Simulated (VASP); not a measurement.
# Rh (Fm-3m) in VASP: single point with PBE

Aim: the single point of Rh with PBE.

Everything below comes from runs of VASP 6.6.1. Logs are shortened: lines on timing, memory, paths and dates and some standing lists are left out, and cuts for length are marked.

## Step 1: The cell of the first run

Symmetry: Fm-3m, No. 225, cubic system. Conventional cell: a = 3.853 Å, b = 3.853 Å, c = 3.853 Å, α = 90.00°, β = 90.00°, γ = 90.00°. Rh (site symmetry m-3m) has 12 Rh at 2.72 Å within 3.6 Å.

## Step 2: Single point, PBE

The input, INCAR:

```
SYSTEM = Rh
PREC = Accurate
ENCUT = 520
EDIFF = 1E-6
ISMEAR = 0
SIGMA = 0.05
LREAL = .FALSE.
LASPH = .TRUE.
NELM = 60
ALGO = Normal
ISIF = 2
LWAVE = .FALSE.
LCHARG = .FALSE.
GGA = PE
NBANDS = 14
```

The input, KPOINTS:

```
regular mesh
0
G
  18 18 18
  0 0 0
```

The input, POSCAR:

```
Rh
1.0
    0.0000000000      1.9265747778      1.9265747778
    1.9265747778      0.0000000000      1.9265747778
    1.9265747778      1.9265747778      0.0000000000
Rh
1
Direct
    0.0000000000      0.0000000000      0.0000000000
```

Potentials or basis: VASP PAW PBE potentials, release 64 (Rh_pv).

On the command line:

```console
> cat potpaw_PBE.64/Rh_pv/POTCAR > POTCAR
> mpirun -np 1 vasp_std > vasp.out
```

OUTCAR:

```text
SYSTEM = Rh
   PREC = Accurate
   ENCUT = 520
   EDIFF = 1E-6
   ISMEAR = 0
   LREAL = .FALSE.
   LASPH = .TRUE.
   NELM = 60
   ISIF = 2
   GGA = PE

 ion  position               nearest neighbor table
   1  0.000  0.000  0.000-

  LATTYP: Found a face centered cubic cell.
 ALAT       =     3.8531495556

  Lattice vectors:

 A1 = (   0.0000000000,   1.9265747778,   1.9265747778)
 A2 = (   1.9265747778,   0.0000000000,   1.9265747778)
 A3 = (   1.9265747778,   1.9265747778,   0.0000000000)

Analysis of symmetry for initial positions (statically):
=====================================================================
 Subroutine PRICEL returns:
 Original cell was already a primitive cell.

 Routine SETGRP: Setting up the symmetry group for a
 face centered cubic supercell.

 Subroutine GETGRP returns: Found 48 space group operations
 (whereof 48 operations were pure point group operations)
 out of a pool of 48 trial point group operations.

The static configuration has the point symmetry O_h .

Analysis of symmetry for dynamics (positions and initial velocities):
=====================================================================
 Subroutine PRICEL returns:
 Original cell was already a primitive cell.

 Routine SETGRP: Setting up the symmetry group for a
 face centered cubic supercell.

 Subroutine GETGRP returns: Found 48 space group operations
 (whereof 48 operations were pure point group operations)
 out of a pool of 48 trial point group operations.

The dynamic configuration has the point symmetry O_h .

 Subroutine INISYM returns: Found 48 space group operations
 (whereof 48 operations are pure point group operations),
 and found     1 'primitive' translations

----------------------------------------------------------------------------------------

                                     Primitive cell

  volume of cell :      14.3017

  direct lattice vectors                    reciprocal lattice vectors
     0.000000000  1.926574778  1.926574778    -0.259527949  0.259527949  0.259527949
     1.926574778  0.000000000  1.926574778     0.259527949 -0.259527949  0.259527949
     1.926574778  1.926574778  0.000000000     0.259527949  0.259527949 -0.259527949

  length of vectors
     2.724588180  2.724588180  2.724588180     0.449515593  0.449515593  0.449515593

  position of ions in fractional coordinates (direct lattice)
     0.000000000  0.000000000  0.000000000

  ion indices of the primitive-cell ions
   primitive index   ion index
                 1           1

----------------------------------------------------------------------------------------

 KPOINTS: regular mesh

Automatic generation of k-mesh.
 Grid dimensions read from file:
 generate k-points for:   18   18   18

 Generating k-lattice:

  Cartesian coordinates                     Fractional coordinates (reciprocal lattice)
    -0.014418219  0.014418219  0.014418219     0.055555556  0.000000000  0.000000000
     0.014418219 -0.014418219  0.014418219     0.000000000  0.055555556  0.000000000
     0.014418219  0.014418219 -0.014418219     0.000000000  0.000000000  0.055555556

  Length of vectors
     0.024973089  0.024973089  0.024973089

  Shift w.r.t. Gamma in fractional coordinates (k-lattice)
     0.000000000  0.000000000  0.000000000

 Subroutine IBZKPT returns following result:
 ===========================================

 Found    195 irreducible k-points:

 Following reciprocal coordinates:
            Coordinates               Weight
  0.000000  0.000000  0.000000      1.000000
  0.055556  0.000000  0.000000      8.000000
  0.111111  0.000000  0.000000      8.000000
  0.166667  0.000000  0.000000      8.000000
  0.222222  0.000000  0.000000      8.000000
  0.277778  0.000000  0.000000      8.000000
[... 16 lines left out ...]
 -0.277778  0.055556  0.000000     24.000000
 -0.222222  0.055556  0.000000     24.000000
 [... further k-points ...]
   k-points           NKPTS =    195   k-points in BZ     NKDIM =    195   number of bands    NBANDS=     14
   number of dos      NEDOS =    301   number of ions     NIONS =      1
   total plane-waves  NPLWV =   8000
   dimension x,y,z NGX =    20 NGY =   20 NGZ =   20
   dimension x,y,z NGXF=    40 NGYF=   40 NGZF=   40
   ions per type =               1
   NGX,Y,Z   is equivalent  to a cutoff of  12.20, 12.20, 12.20 a.u.
   NGXF,Y,Z  is equivalent  to a cutoff of  24.41, 24.41, 24.41 a.u.
 SYSTEM =  Rh
   PREC   = accura    normal or accurate (medium, high low for compatibility)
   ISTART =      0    job   : 0-new  1-cont  2-samecut
   ICHARG =      2    charge: 1-file 2-atom 10-const
   ISPIN  =      1    spin polarized calculation?
   LNONCOLLINEAR =      F non collinear calculations
   LSORBIT =      F    spin-orbit coupling
   LASPH  =      T    aspherical Exc in radial PAW
   ENCUT  =  520.0 eV  38.22 Ry    6.18 a.u.   5.07  5.07  5.07*2*pi/ulx,y,z
   NELM   =     60;   NELMIN=  2; NELMDL= -5     # of ELM steps
   EDIFF  = 0.1E-05   stopping-criterion for ELM
   LREAL  =      F    real-space projection
   EDIFFG = 0.1E-04   stopping-criterion for IOM
   NSW    =      0    number of steps for IOM
   IBRION =     -1    ionic relax: 0-MD 1-quasi-New 2-CG
   NFREE  =      0    steps in history (QN), initial steepest desc. (CG)
   ISIF   =      2    stress and relaxation
   ISYM   =      2    0-nonsym 1-usesym 2-fastsym
   POTIM  = 0.5000    time-step for ionic-motion
   TEBEG  =    0.0;   TEEND  =   0.0 temperature during run
   PSTRESS=    0.0 pullay stress
   NELECT =      15.0000    total number of electrons
   NUPDOWN=      -1.0000    fix difference up-down
   EMIN   =  10.00;   EMAX   =-10.00  energy-range for DOS
   EFERMI =   0.00;   METHOD = LEGACY
   ISMEAR =     0;   SIGMA  =   0.05  broadening in eV -4-tet -1-fermi 0-gaus
   EFERMI_NEDOS =   21; number of points for ismear=-14 and -15
   IALGO  =     38    algorithm
   IMIX   =      4    mixing-type and parameters
     AMIX     =   0.40;   BMIX     =  1.00
     AMIX_MAG =   1.60;   BMIX_MAG =  1.00
  volume/ion in A,a.u.               =      14.30        96.51
  Fermi-wavevector in a.u.,A,eV,Ry     =   1.663321  3.143221 37.642374  2.766636
  Thomas-Fermi vector in A             =   2.750058
   LORBIT       =      0    0 simple, 1 ext, 2 COOP (PROOUT), +10 PAW based schemes
   GGA     = PE    functional components
   LHFCALC =     F    Hartree Fock is set to
   AEXX    =    0.0000 exact exchange contribution
   IVDW    =     0    specifies the selected vdW correction
   LEPSILON=     F    determine dielectric tensor
   LRPA    =     F    only Hartree local field effects (RPA)
 non-spin polarized calculation
 Gauss-broadening in eV      SIGMA  =   0.05
  energy-cutoff  :      520.00
  volume of cell :       14.30
 maximum number of plane-waves:       397
   NGX = 11   NGY = 11   NGZ = 11

 number of electron      14.9999998 magnetization

 Free energy of the ion-electron system (eV)
  ---------------------------------------------------
  ext. energy  EPLUGINS =         0.00000000
  ---------------------------------------------------
  free energy    TOTEN  =        -7.25549542 eV

  energy without entropy =       -7.25368714  energy(sigma->0) =       -7.25459128

 E-fermi :  11.1992     XC(G=0): -13.7795

 val. band max:       11.1947674333   @ k =   0.5000   0.3889   0.0556
 cond. band min:      11.2024781688   @ k =  -0.4444   0.3333   0.1667
 fundamental gap:      0.0077107355
 Fermi energy:        11.1991789333

 k-point     1 :       0.0000    0.0000    0.0000
  band No.  band energies     occupation
      1     -35.1245      2.00000
      2     -35.1245      2.00000
      3     -35.1245      2.00000
      4       3.5239      2.00000
      5       8.2954      2.00000
      6       8.2954      2.00000
      7       8.2954      2.00000
      8      10.2534      2.00000
      9      10.2534      2.00000
     10      27.2108      0.00000
     11      31.8276      0.00000
     12      32.4485      0.00000
     13      32.4485      0.00000
     14      32.4485      0.00000

 k-point     2 :       0.0556    0.0000    0.0000
  band No.  band energies     occupation
      1     -35.1443      2.00000
      2     -35.1271      2.00000
      3     -35.1271      2.00000
      4       3.6440      2.00000
      5       8.2437      2.00000
      6       8.3417      2.00000
      7       8.3417      2.00000
      8      10.2281      2.00000
      9      10.2281      2.00000
     10      27.3779      0.00000
     11      31.7417      0.00000
     12      31.8360      0.00000
     13      32.6180      0.00000
     14      32.6180      0.00000

 k-point     3 :       0.1111    0.0000    0.0000
  band No.  band energies     occupation
      1     -35.2012      2.00000
      2     -35.1349      2.00000
      3     -35.1349      2.00000
      4       3.9894      2.00000
      5       8.1139      2.00000
      6       8.4624      2.00000
      7       8.4624      2.00000
      8      10.1738      2.00000
      9      10.1738      2.00000
     10      27.8179      0.00000
     11      30.2997      0.00000
     12      31.8292      0.00000
     13      33.1083      0.00000
     14      33.1083      0.00000
[... 324 lines left out ...]
 k-point    23 :      -0.2778    0.0556    0.0000
  band No.  band energies     occupation
      1     -35.5383      2.00000
      2     -35.2035      2.00000
      3     -35.1757      2.00000
      4       5.5921      2.00000
      5       8.4178      2.00000
      6       8.6179      2.00000
      7       8.6248      2.00000
      8      10.4292      2.00000
      9      11.1408      1.90158
     10      24.5552      0.00000
     11      28.3138      0.00000
     12      31.8281      0.00000
     13      33.3061      0.00000
     14      35.9440      0.00000

 k-point    24 :      -0.2222    0.0556    0.0000
  band No.  band energies     occupation
      1     -35.4318      2.00000
      2     -35.1876      2.00000
      3     -35.1599      2.00000
      4       5.3152      2.00000
      5       7.9680      2.00000
      6       8.6656      2.00000
      7       8.7156      2.00000
      8      10.0799      2.00000
      9      10.7169      2.00000
     10      26.3633      0.00000
     11      28.7454      0.00000
     12      31.8282      0.00000
     13      33.6299      0.00000
     14      35.5173      0.00000

 [... further k-points ...]
[... 5 lines left out ...]
  --------------------------------------------------------------------------------------
  -------------------------------------------------------------------------------------
  Total       -0.3999051     -0.3999051     -0.3999051     -0.0000000      0.0000000      0.0000000
  in kB      -44.8001990    -44.8001990    -44.8001990     -0.0000000      0.0000000      0.0000000
  external PRESSURE =     -44.8001990 kB  Pullay stress =       0.0000000 kB

 VOLUME and BASIS-vectors are now :
 -----------------------------------------------------------------------------
  energy-cutoff  :      520.00
  volume of cell :       14.30
      direct lattice vectors                 reciprocal lattice vectors
     0.000000000  1.926574778  1.926574778    -0.259527949  0.259527949  0.259527949
     1.926574778  0.000000000  1.926574778     0.259527949 -0.259527949  0.259527949
     1.926574778  1.926574778  0.000000000     0.259527949  0.259527949 -0.259527949

 POSITION                                       TOTAL-FORCE (eV/Angst)
 -----------------------------------------------------------------------------------
      0.00000      0.00000      0.00000         0.000000      0.000000     -0.000000
 -----------------------------------------------------------------------------------
    total drift:                                0.000000      0.000000      0.000000

  FREE ENERGIE OF THE ION-ELECTRON SYSTEM (eV)
  ---------------------------------------------------
  free  energy   TOTEN  =        -7.2554954175 eV

  energy  without entropy=       -7.2536871388  energy(sigma->0) =       -7.25459128
```

Run time: 46 s. Hardware: 1 thread of Intel Xeon 8259CL, shared host; peak memory 0.15 GiB.

What came out:

| Item | Value |
| --- | --- |
| Free energy | -7.2555 eV |
| Pressure | -4.5 GPa |
